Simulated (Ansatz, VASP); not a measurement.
Sb: VASP beside Ansatz

```
Sb
1.0
     3.28828    0.00634   -0.00212
    -1.63848    2.84010   -0.00137
     0.02003   -0.02453   12.31645
Sb
4
Direct
  0.50045 0.00028 0.37496
  0.50046 0.00047 0.87495
  0.49957 0.00021 0.12504
  0.49953 0.99903 0.62505
```

Change from the starting cell: cell x2, atoms moved at random (sigma 0.1 Å) and cell strained at random (1.5 %), then relaxed without symmetry.

Alike in both runs: functional PBE; k mesh 6 × 6 × 2; occupations gaussian, width 0.2 eV; no spin polarisation.

Ansatz relaxed the structure, and its values are those at the end. VASP's run is a single point on that final structure, the one shown.

```csv
,VASP,Ansatz
version,VASP 6.6.1,Ansatz 0.2.0
potentials or method,"VASP PAW PBE potentials, release 64 (Sb), cutoff 520 eV","scalar-relativistic, plane waves, PAW"
valence electrons in the cell,20,60
```

|  | VASP | Ansatz | Ansatz less VASP |
| --- | --- | --- | --- |
| gap on the k mesh at the Fermi level (eV) | none | none | - |
| pressure (GPa) | 0.0 | 0.1 | +0.07 |

A gap of «none» marks a metal or a gap that the smearing closes. With one functional, cell and mesh, what is left measures potentials, basis and numerics. VASP's potentials hold 20 valence electrons a cell and Ansatz's 60, so a difference there can come from the potentials and not from the codes.

The k mesh is coarse, so the values compare programs but aren't converged. Spin-orbit coupling is off throughout.
